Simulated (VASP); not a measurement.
## InSb3: single point with PBEsol+D3(BJ)

Crystal: InSb3.

```xyz
4
Lattice="0.0000 3.6621 3.6621 3.6621 0.0000 3.6621 3.6621 3.6621 0.0000" Properties=species:S:1:pos:R:3 pbc="T T T"
In    0.0000    0.0000    0.1250
Sb    1.8310    1.8310    1.8310
Sb    5.4931    5.4931    5.4931
Sb    3.6621    3.6621    3.6621
```

This cell differs from its parent crystal: all In atoms moved +0.125 Å, as atom 1 along Cartesian [0 0 1].

- Program: VASP 6.6.1
- Task: single point
- Functional: PBEsol
- Dispersion: D3(BJ)
- Potentials or basis: VASP PAW PBE potentials, release 64 (In_d, Sb)
- Cutoff: 520 eV
- k mesh: 12 × 12 × 12
- Occupations: gaussian, width 0.15 eV
- Spin: no spin polarisation

| Property | Result |
| --- | --- |
| Pressure | 0.5 GPa |
| Largest force | 0.426 eV/Å |
| Band gap on the k mesh | zero (bands 14 and 15 overlap by 3.34 eV) |
| Dispersion energy per atom | -0.511 eV |

Forces in eV/Å, atoms in the order of the input:
```
In   0.000  0.000 -0.426
Sb   0.000  0.000  0.132
Sb   0.000  0.000  0.132
Sb   0.000  0.000  0.162
```

Stress tensor (GPa, compression positive):
```
0.53 0.00 0.00
0.00 0.53 0.00
0.00 0.00 0.42
```

Levels at points of the mesh, in eV from the Fermi level:
```tsv
k point	band 12	band 13	band 14	band 15	band 16	band 17
(0.00, 0.00, 0.00)	-2.64	-2.61	-2.61	-1.85	-0.79	-0.79
(0.50, 0.00, 0.00)	-2.92	-2.89	0.05	0.22	2.15	2.17
(0.50, 0.50, 0.00)	0.76	1.10	1.10	1.79	2.07	2.07
(0.00, 0.50, 0.50)	0.77	1.12	1.13	1.77	2.05	2.08
```

Wall time 2.9 min on 1 thread of AMD EPYC 9R45 96-Core Processor (Zen 5), with other jobs on the host, peak memory 0.45 GiB.

Caveat: the cell differs from its parent crystal (all In atoms moved +0.125 Å, as atom 1 along Cartesian [0 0 1]); the PAW data sets were made with another functional, which shifts forces and pressure a little; spin-orbit coupling is left out, which moves the levels of the heavy elements.
